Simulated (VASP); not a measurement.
# HgTe (I-4m2) in VASP: single point with LDA

Aim: the single point of HgTe with LDA.

Program: VASP 6.6.1. These are calculated values, not measurements. Logs are shortened: lines on timing, memory, paths and dates and some standing lists are left out, and cuts for length are marked.

### 1 The cell of the first run

The structure is tetragonal, space group I-4m2 (No. 119). The conventional cell has a = 6.091 Å, b = 6.091 Å, c = 3.119 Å, α = 90.00°, β = 90.00°, γ = 90.00°. Hg (site symmetry -4m2) has 2 Hg at 3.12 Å and 8 Te at 3.14 to 3.84 Å within 4.1 Å. Te (site symmetry -4m2) has 2 Te at 3.12 Å and 8 Hg at 3.14 to 3.84 Å within 4.1 Å.

### 2 Single point, LDA

The input, INCAR:

```
SYSTEM = HgTe
PREC = Accurate ; ENCUT = 500
EDIFF = 1E-6 ; ISMEAR = -1
SIGMA = 0.05 ; LREAL = .FALSE.
LASPH = .TRUE. ; NELM = 120
ALGO = Normal ; ISIF = 2
LWAVE = .FALSE. ; LCHARG = .TRUE.
GGA = CA ; LELF = .TRUE.
LVHAR = .TRUE. ; NBANDS = 16
GGA_COMPAT = .FALSE.
```

The input, KPOINTS:

```
Automatic mesh
0
Gamma
  4 4 4
  0.5 0.5 0.5
```

The input, POSCAR:

```
HgTe
1.0
   -3.0456030000      3.0456030000      1.5594100000
    3.0456030000     -3.0456030000      1.5594100000
    3.0456030000      3.0456030000     -1.5594100000
Hg Te
1 1
Direct
    0.7500000000      0.2500000000      0.5000000000
    0.0000000000      0.0000000000      0.0000000000
```

Potentials or basis: VASP PAW LDA potentials, release 64 (Hg, Te).

On the command line:

```sh
> cat potpaw_LDA.64/Hg/POTCAR potpaw_LDA.64/Te/POTCAR > POTCAR
> mpirun -np 1 vasp_std > vasp.out
```

OUTCAR:

```text
SYSTEM = HgTe
   PREC = Accurate
   ENCUT = 500
   EDIFF = 1E-6
   ISMEAR = -1
   LREAL = .FALSE.
   LASPH = .TRUE.
   NELM = 120
   ISIF = 2
   GGA = CA

 ion  position               nearest neighbor table
   1  0.750  0.250  0.500-   2 3.14   2 3.14   2 3.14   2 3.14
   2  0.000  0.000  0.000-   1 3.14   1 3.14   1 3.14   1 3.14

  LATTYP: Found a body centered tetragonal cell.
 ALAT       =     6.0912060000
 C/A-ratio  =     0.5120201156

  Lattice vectors:

 A1 = (  -3.0456030000,   3.0456030000,   1.5594100000)
 A2 = (   3.0456030000,  -3.0456030000,   1.5594100000)
 A3 = (   3.0456030000,   3.0456030000,  -1.5594100000)

Analysis of symmetry for initial positions (statically):
=====================================================================
 Subroutine PRICEL returns:
 Original cell was already a primitive cell.

 Routine SETGRP: Setting up the symmetry group for a
 body centered tetragonal supercell.

 Subroutine GETGRP returns: Found  8 space group operations
 (whereof  8 operations were pure point group operations)
 out of a pool of 16 trial point group operations.

The static configuration has the point symmetry D_2d.

Analysis of symmetry for dynamics (positions and initial velocities):
=====================================================================
 Subroutine PRICEL returns:
 Original cell was already a primitive cell.

 Routine SETGRP: Setting up the symmetry group for a
 body centered tetragonal supercell.

 Subroutine GETGRP returns: Found  8 space group operations
 (whereof  8 operations were pure point group operations)
 out of a pool of 16 trial point group operations.

The dynamic configuration has the point symmetry D_2d.

 Subroutine INISYM returns: Found  8 space group operations
 (whereof  8 operations are pure point group operations),
 and found     1 'primitive' translations

----------------------------------------------------------------------------------------

                                     Primitive cell

  volume of cell :      57.8585

  direct lattice vectors                    reciprocal lattice vectors
    -3.045603000  3.045603000  1.559410000     0.000000000  0.164171102  0.320634086
     3.045603000 -3.045603000  1.559410000     0.164171102  0.000000000  0.320634086
     3.045603000  3.045603000 -1.559410000     0.164171102  0.164171102  0.000000000

  length of vectors
     4.580737366  4.580737366  4.580737366     0.360219888  0.360219888  0.232172999

  position of ions in fractional coordinates (direct lattice)
     0.750000000  0.250000000  0.500000000
     0.000000000  0.000000000  0.000000000

  ion indices of the primitive-cell ions
   primitive index   ion index
                 1           1
                 2           2

----------------------------------------------------------------------------------------

 KPOINTS: Automatic mesh

Automatic generation of k-mesh.
 Grid dimensions read from file:
 generate k-points for:    4    4    4

 Generating k-lattice:

  Cartesian coordinates                     Fractional coordinates (reciprocal lattice)
     0.000000000  0.041042775  0.080158521     0.250000000  0.000000000  0.000000000
     0.041042775  0.000000000  0.080158521     0.000000000  0.250000000  0.000000000
     0.041042775  0.041042775  0.000000000     0.000000000  0.000000000  0.250000000

  Length of vectors
     0.090054972  0.090054972  0.058043250

  Shift w.r.t. Gamma in fractional coordinates (k-lattice)
     0.500000000  0.500000000  0.500000000

 Subroutine IBZKPT returns following result:
 ===========================================

 Found     11 irreducible k-points:

 Following reciprocal coordinates:
            Coordinates               Weight
  0.125000  0.125000  0.125000      8.000000
  0.375000  0.125000  0.125000      8.000000
 -0.125000  0.125000  0.125000      4.000000
  0.375000  0.375000  0.125000      4.000000
 -0.375000  0.375000  0.125000      8.000000
 -0.125000  0.375000  0.125000      8.000000
 -0.375000 -0.375000  0.125000      8.000000
 -0.125000 -0.375000  0.125000      8.000000
 -0.125000 -0.125000  0.125000      2.000000
 -0.375000  0.375000  0.375000      4.000000
 -0.375000 -0.375000  0.375000      2.000000
   k-points           NKPTS =     11   k-points in BZ     NKDIM =     11   number of bands    NBANDS=     16
   number of dos      NEDOS =    301   number of ions     NIONS =      2
   total plane-waves  NPLWV =  46656
   dimension x,y,z NGX =    36 NGY =   36 NGZ =   36
   dimension x,y,z NGXF=    72 NGYF=   72 NGZF=   72
   ions per type =               1   1
   NGX,Y,Z   is equivalent  to a cutoff of  13.07, 13.07, 13.07 a.u.
   NGXF,Y,Z  is equivalent  to a cutoff of  26.13, 26.13, 26.13 a.u.
 SYSTEM =  HgTe
   PREC   = accura    normal or accurate (medium, high low for compatibility)
   ISTART =      0    job   : 0-new  1-cont  2-samecut
   ICHARG =      2    charge: 1-file 2-atom 10-const
   ISPIN  =      1    spin polarized calculation?
   LNONCOLLINEAR =      F non collinear calculations
   LSORBIT =      F    spin-orbit coupling
   LASPH  =      T    aspherical Exc in radial PAW
   ENCUT  =  500.0 eV  36.75 Ry    6.06 a.u.   8.35  8.35  8.35*2*pi/ulx,y,z
   NELM   =    120;   NELMIN=  2; NELMDL= -5     # of ELM steps
   EDIFF  = 0.1E-05   stopping-criterion for ELM
   LREAL  =      F    real-space projection
   EDIFFG = 0.1E-04   stopping-criterion for IOM
   NSW    =      0    number of steps for IOM
   IBRION =     -1    ionic relax: 0-MD 1-quasi-New 2-CG
   NFREE  =      0    steps in history (QN), initial steepest desc. (CG)
   ISIF   =      2    stress and relaxation
   ISYM   =      2    0-nonsym 1-usesym 2-fastsym
   POTIM  = 0.5000    time-step for ionic-motion
   TEBEG  =    0.0;   TEEND  =   0.0 temperature during run
   PSTRESS=    0.0 pullay stress
   NELECT =      18.0000    total number of electrons
   NUPDOWN=      -1.0000    fix difference up-down
   EMIN   =  10.00;   EMAX   =-10.00  energy-range for DOS
   EFERMI =   0.00;   METHOD = LEGACY
   ISMEAR =    -1;   SIGMA  =   0.05  broadening in eV -4-tet -1-fermi 0-gaus
   EFERMI_NEDOS =   21; number of points for ismear=-14 and -15
   IALGO  =     38    algorithm
   IMIX   =      4    mixing-type and parameters
     AMIX     =   0.40;   BMIX     =  1.00
     AMIX_MAG =   1.60;   BMIX_MAG =  1.00
  volume/ion in A,a.u.               =      28.93       195.22
  Fermi-wavevector in a.u.,A,eV,Ry     =   1.109286  2.096246 16.742166  1.230515
  Thomas-Fermi vector in A             =   2.245823
   LORBIT       =      0    0 simple, 1 ext, 2 COOP (PROOUT), +10 PAW based schemes
   GGA     = CA    functional components
   LHFCALC =     F    Hartree Fock is set to
   AEXX    =    0.0000 exact exchange contribution
   IVDW    =     0    specifies the selected vdW correction
   LEPSILON=     F    determine dielectric tensor
   LRPA    =     F    only Hartree local field effects (RPA)
 non-spin polarized calculation
  energy-cutoff  :      500.00
  volume of cell :       57.86
 maximum number of plane-waves:      1481
 NGX is ok and might be reduce to    36
   NGX = 17   NGY = 17   NGZ = 17

 number of electron      18.0000002 magnetization

 Free energy of the ion-electron system (eV)
  ---------------------------------------------------
  ext. energy  EPLUGINS =         0.00000000
  ---------------------------------------------------
  free energy    TOTEN  =        -4.66770107 eV

  energy without entropy =       -4.65687370  energy(sigma->0) =       -4.66228739

 E-fermi :   3.8797     XC(G=0): -10.0926

 val. band max:        3.8702275504   @ k =  -0.3750  -0.3750   0.1250
 cond. band min:       4.3129553592   @ k =  -0.1250  -0.3750   0.1250
 fundamental gap:      0.4427278088
 Fermi energy:         3.8796816566

 k-point     1 :       0.1250    0.1250    0.1250
  band No.  band energies     occupation
      1      -7.0653      2.00000
      2      -2.6632      2.00000
      3      -2.5950      2.00000
      4      -2.5252      2.00000
      5      -2.4837      2.00000
      6      -2.3898      2.00000
[... 8 lines left out ...]
     15      12.7187      0.00000
     16      13.4388      0.00000

 k-point     2 :       0.3750    0.1250    0.1250
  band No.  band energies     occupation
      1      -5.6510      2.00000
      2      -2.9242      2.00000
      3      -2.7094      2.00000
      4      -2.4782      2.00000
      5      -2.3527      2.00000
      6      -2.0813      2.00000
[... 8 lines left out ...]
     15      12.8549      0.00000
     16      13.7089      0.00000

 k-point     3 :      -0.1250    0.1250    0.1250
  band No.  band energies     occupation
      1      -7.9798      2.00000
      2      -3.3569      2.00000
      3      -2.6392      2.00000
      4      -2.5968      2.00000
      5      -2.1084      2.00000
      6      -2.1033      2.00000
[... 8 lines left out ...]
     15      14.8395      0.00000
     16      16.0002      0.00000

 k-point     4 :       0.3750    0.3750    0.1250
  band No.  band energies     occupation
      1      -6.8075      2.00000
      2      -2.7280      2.00000
      3      -2.6678      2.00000
      4      -2.5002      2.00000
      5      -2.4977      2.00000
      6      -2.3573      2.00000
[... 8 lines left out ...]
     15      15.0641      0.00000
     16      16.0827      0.00000

 k-point     5 :      -0.3750    0.3750    0.1250
  band No.  band energies     occupation
      1      -7.6402      2.00000
      2      -3.3869      2.00000
      3      -2.8129      2.00000
      4      -2.6435      2.00000
      5      -2.1013      2.00000
      6      -2.0709      2.00000
[... 8 lines left out ...]
     15      15.2804      0.00000
     16      16.7736      0.00000

 k-point     6 :      -0.1250    0.3750    0.1250
  band No.  band energies     occupation
      1      -6.9240      2.00000
      2      -2.6799      2.00000
      3      -2.6024      2.00000
      4      -2.5384      2.00000
      5      -2.4107      2.00000
      6      -2.3681      2.00000
[... 8 lines left out ...]
     15      14.7327      0.00000
     16      14.8943      0.00000

 k-point     7 :      -0.3750   -0.3750    0.1250
  band No.  band energies     occupation
      1      -6.7698      2.00000
      2      -2.6851      2.00000
      3      -2.6204      2.00000
      4      -2.5336      2.00000
      5      -2.3562      2.00000
      6      -2.2515      2.00000
[... 8 lines left out ...]
     15      14.4857      0.00000
     16      15.9324      0.00000

 k-point     8 :      -0.1250   -0.3750    0.1250
  band No.  band energies     occupation
      1      -5.7219      2.00000
      2      -2.8948      2.00000
      3      -2.8674      2.00000
      4      -2.5033      2.00000
      5      -2.3416      2.00000
      6      -1.8679      2.00000
[... 8 lines left out ...]
     15      13.5297      0.00000
     16      15.8312      0.00000

 k-point     9 :      -0.1250   -0.1250    0.1250
  band No.  band energies     occupation
      1      -7.2828      2.00000
      2      -2.5575      2.00000
      3      -2.5202      2.00000
      4      -2.5202      2.00000
      5      -2.5107      2.00000
      6      -2.4981      2.00000
[... 8 lines left out ...]
     15      13.4942      0.00000
     16      13.4942      0.00000

 k-point    10 :      -0.3750    0.3750    0.3750
  band No.  band energies     occupation
      1      -7.5186      2.00000
      2      -3.3867      2.00000
      3      -2.4447      2.00000
      4      -2.4034      2.00000
      5      -2.0858      2.00000
      6      -2.0628      2.00000
[... 8 lines left out ...]
     15      16.2543      0.00000
     16      17.1949      0.00000

 k-point    11 :      -0.3750   -0.3750    0.3750
  band No.  band energies     occupation
      1      -6.7318      2.00000
      2      -2.6449      2.00000
      3      -2.5639      2.00000
      4      -2.5639      2.00000
      5      -2.3082      2.00000
      6      -2.0147      2.00000
[... 8 lines left out ...]
     15      15.4564      0.00000
     16      15.4564      0.00000

------------------------ aborting loop because EDIFF is reached ----------------------------------------

  FORCE on cell =-STRESS in cart. coord.  units (eV):
  Direction    XX          YY          ZZ          XY          YZ          ZX
  --------------------------------------------------------------------------------------
  -------------------------------------------------------------------------------------
  Total       -2.9555804     -2.9555804      1.0360461      0.0000000      0.0000000      0.0000000
  in kB      -81.8439293    -81.8439293     28.6894873      0.0000000      0.0000000      0.0000000
  external PRESSURE =     -44.9994571 kB  Pullay stress =       0.0000000 kB

 VOLUME and BASIS-vectors are now :
 -----------------------------------------------------------------------------
  energy-cutoff  :      500.00
  volume of cell :       57.86
      direct lattice vectors                 reciprocal lattice vectors
    -3.045603000  3.045603000  1.559410000     0.000000000  0.164171102  0.320634086
     3.045603000 -3.045603000  1.559410000     0.164171102  0.000000000  0.320634086
     3.045603000  3.045603000 -1.559410000     0.164171102  0.164171102  0.000000000

 POSITION                                       TOTAL-FORCE (eV/Angst)
 -----------------------------------------------------------------------------------
      0.00000      3.04560      0.77970        -0.000000      0.000000      0.000000
      0.00000      0.00000      0.00000         0.000000     -0.000000     -0.000000
 -----------------------------------------------------------------------------------
    total drift:                               -0.000000      0.000000     -0.000000

  FREE ENERGIE OF THE ION-ELECTRON SYSTEM (eV)
  ---------------------------------------------------
  free  energy   TOTEN  =        -4.6677010724 eV

  energy  without entropy=       -4.6568737050  energy(sigma->0) =       -4.66228739
```

Wall time 12 s (1 thread of Intel Xeon Platinum 8175M at 2.50GHz (Skylake/Cascade Lake), shared host); peak memory 0.17 GiB.

Results:

| Item | Value |
| --- | --- |
| Free energy | -4.6677 eV |
| Pressure | -4.5 GPa |
| Band gap on the k mesh | zero (bands 9 and 10 overlap by 1.79 eV) |

Levels at points of the mesh, in eV from the Fermi level:
```csv
k point,band 6,band 7,band 8,band 9,band 10,band 11,band 12,band 13
"(0.12, 0.12, 0.12)",-6.27,-4.28,-0.96,-0.37,0.75,4.79,5.19,6.72
```

Caveat: the k points lie up to 0.57 Å⁻¹ apart, too coarse for converged energies and pressures of a metal; spin-orbit coupling is left out, which moves the levels of the heavy elements.
